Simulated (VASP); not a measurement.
A run of VASP 6.6.1 is set up as follows.

Contents of INCAR:

```
SYSTEM = Cu
  ALGO = Normal
  EDIFF = 1E-6
  ENCUT = 520
  GGA = CA
  ISIF = 2
  ISMEAR = -1
  LASPH = .True.
  LCHARG = .True.
  LELF = .True.
  LREAL = .False.
  LVHAR = .True.
  LWAVE = .False.
  NBANDS = 18
  NELM = 80
  PREC = Accurate
  SIGMA = 0.15
```

File KPOINTS:

```
k-points
0
Gamma
  12 12 12
  0 0 0
```

File POSCAR:

```
Cu
1.0
    1.2075354831     -3.9407134959      0.0000000000
    1.2075354831      3.9407134959      0.0000000000
    0.0000000000      0.0000000000      2.4532930461
Cu
2
Direct
    0.1338670000      0.8661330000      0.2500000000
    0.8661330000      0.1338670000      0.7500000000
```

Potentials or basis: VASP PAW LDA potentials, release 64 (Cu).

Command:

```sh
$ cat potpaw_LDA.64/Cu/POTCAR > POTCAR
$ mpirun -np 1 vasp_std > vasp.out
```

**Question.** What does it give for the band gap on the k mesh?

**Answer.** Zero (bands 11 and 12 overlap by 5.65 eV).

**Question.** Estimate the pressure.

**Answer.** -2.8 GPa.

**Question.** Estimate the largest force.

**Answer.** 0.009 eV/Å.

Forces on the atoms (eV/Å):
```
Cu   0.000 -0.009  0.000
Cu   0.000  0.009  0.000
```
